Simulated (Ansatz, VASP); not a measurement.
## Two plane-wave programs on HfH2F2

```xyz
5
Lattice="-1.3557 2.1501 4.5581 1.3557 -2.1501 4.5581 1.3557 2.1501 -4.5581" Properties=species:S:1:pos:R:3 pbc="T T T"
Hf    0.0000    0.0000    0.0000
H     0.0000    0.0000    2.9276
H     0.0000    0.0000    6.1886
F     1.3557    0.0000    1.1923
F     0.0000    2.1501    3.3658
```

Change from the starting cell: species swapped into the Na2NiO2 type (Immm, No. 71).

Alike in both runs: task single point; functional PBE; k mesh 8 × 8 × 8; occupations gaussian, width 0.1 eV; no spin polarisation.

|  | VASP | Ansatz |
| --- | --- | --- |
| version | VASP 6.6.1 | Ansatz 0.2.0 |
| potentials or method | VASP PAW PBE potentials, release 64 (Hf_pv, H, F), cutoff 520 eV | scalar-relativistic, plane waves, PAW |
| valence electrons in the cell | 26 | 42 |

|  | VASP | Ansatz | Ansatz less VASP |
| --- | --- | --- | --- |
| gap on the k mesh at the Fermi level (eV) | none | none | - |
| rms of the force components (eV/Å) | 2.907 | 3.038 | +0.1315 |

Atom by atom the forces differ by 0.135 eV/Å (rms over components). A gap of «none» marks a metal or a gap that the smearing closes. VASP's potentials hold 26 valence electrons a cell and Ansatz's 42, so a difference there can come from the potentials and not from the codes.

Spin-orbit coupling is off throughout.
